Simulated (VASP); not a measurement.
# Sc: electric field gradients with PBEsol

Crystal: Sc.

```
Sc
1.0
     3.30880    0.00000    0.00000
    -1.65440    2.86550    0.00000
     0.00000    0.00000    5.26800
Sc
2
Direct
  0.33333 0.66667 0.25000
  0.66667 0.33333 0.75000
```

```json
{
 "Program": "VASP 6.6.1",
 "Task": "electric field gradients",
 "Functional": "PBEsol",
 "Potentials or basis": "VASP PAW PBE potentials, release 64 (Sc_sv)",
 "Cutoff": "520 eV",
 "k mesh": "13 × 13 × 7",
 "Occupations": "fermi-dirac, width 0.03 eV",
 "Spin": "no spin polarisation",
 "Dipole correction": "no",
 "Further INCAR settings": "ALGO = Normal; EDIFF = 1e-08; NBANDS = 18"
}
```

| Property | Result |
| --- | --- |
| Pressure | -2.8 GPa |
| Band gap on the k mesh | zero (bands 11 and 12 overlap by 1.19 eV) |
| Largest electric field gradient by atom | Sc +9.5 V/Å² |

Stress tensor (GPa, compression positive):
```
-2.24  0.00  0.00
 0.00 -2.24  0.00
 0.00  0.00 -3.98
```

Levels at points of the mesh, in eV from the Fermi level:
```
           k point  band 7  band 8  band 9  band 10  band 11  band 12  band 13  band 14  band 15  band 16
(0.00, 0.00, 0.00)  -27.76  -27.74   -5.12    -1.68     0.43     1.58     1.58     1.70     1.99     1.99
```

Electric field gradients, principal values (V/Å²):
| atom | least | middle | greatest (by size) |
| --- | --- | --- | --- |
| 1 Sc | -4.769 | -4.770 | 9.540 |
| 2 Sc | -4.769 | -4.770 | 9.540 |

Run time: 75 s on 1 thread of Oxide Virtual Turin-like Processor, on a shared host, peak memory 0.18 GiB.

Caveat: without QUAD_EFG the Cq values of the log hold for a quadrupole moment of 1 mb, not for the nuclei; the PAW data sets were made with another functional, which shifts forces and pressure a little.
